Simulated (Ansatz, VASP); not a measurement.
One calculation of Ta4C3, two programs

Contents of INCAR:

```
PREC = Accurate
ENCUT = 520
EDIFF = 1E-7
ISMEAR = 0
SIGMA = 0.15
LREAL = False
LASPH = True
NELM = 80
ALGO = Normal
ISIF = 2
LWAVE = False
LCHARG = False
GGA = PS
NBANDS = 37
```

The input KPOINTS:

```
regular mesh
0
Gamma
  14 14 4
```

Contents of POSCAR:

```
Ta4C3
1.0
   -3.1032734570      0.0000000000      0.0000000000
   -1.5516367285     -2.6875136487      0.0000000000
   -2.7155194386     -1.5678058788     10.1645109918
Ta C
4 3
Direct
    0.1997798269      0.1997798269      0.1893666186
   -0.2396517219     -0.2396517219      0.9426348013
   -0.4303341052     -0.4303341052      0.6981042887
    0.3796435692      0.3796435692      0.4524423133
   -0.0263703686     -0.0263703686      0.5770305159
    0.9434890416      0.9434890416      0.0573012258
   -0.2114350844     -0.2114350844      0.3228702664
```

Input for Ansatz:

```yaml
crystal:
  lattice:
    - [-3.103273457, 0.0, 0.0]
    - [-1.5516367285, -2.6875136487, 0.0]
    - [-2.7155194386, -1.5678058788, 10.1645109918]
  atoms:
    - { symbol: Ta, position: [0.1997798269, 0.1997798269, 0.1893666186] }
    - { symbol: Ta, position: [-0.2396517219, -0.2396517219, 0.9426348013] }
    - { symbol: Ta, position: [-0.4303341052, -0.4303341052, 0.6981042887] }
    - { symbol: Ta, position: [0.3796435692, 0.3796435692, 0.4524423133] }
    - { symbol: C, position: [-0.0263703686, -0.0263703686, 0.5770305159] }
    - { symbol: C, position: [0.9434890416, 0.9434890416, 0.0573012258] }
    - { symbol: C, position: [-0.2114350844, -0.2114350844, 0.3228702664] }
basis:
  ecutwfc: 420
kpoints:
  mp_grid: { grid: [14, 14, 4] }
hamiltonian:
  xc: pbesol
scf:
  occupations: { method: gaussian, width: 0.15 }
output:
  forces: true
  stress: true
  eigenvalues: true
```

Alike in both runs: task single point; functional PBEsol; k mesh 14 × 14 × 4; occupations gaussian, width 0.15 eV; no spin polarisation.

|  | VASP | Ansatz |
| --- | --- | --- |
| version | VASP 6.6.1 | Ansatz 0.2.0 |
| potentials or method | VASP PAW PBE potentials, release 64 (Ta_pv, C), cutoff 520 eV | scalar-relativistic, plane waves, PAW |
| valence electrons in the cell | 56 | 64 |

```tsv
	VASP	Ansatz	Ansatz less VASP
gap on the k mesh at the Fermi level (eV)	none	none	-
pressure (GPa)	7.9	7.0	-0.87
traceless stress, the component that is largest in VASP (GPa)	-14.50	-14.28	+0.222
rms of the force components (eV/Å)	2.543	2.490	-0.0533
```

VASP's potentials were made for PBE, not for PBEsol. Atom by atom the forces differ by 0.056 eV/Å (rms over components). A gap of «none» marks a metal or a gap that the smearing closes. VASP's potentials hold 56 valence electrons a cell and Ansatz's 64, so a difference there can come from the potentials and not from the codes.

Neither program's run includes spin-orbit coupling.
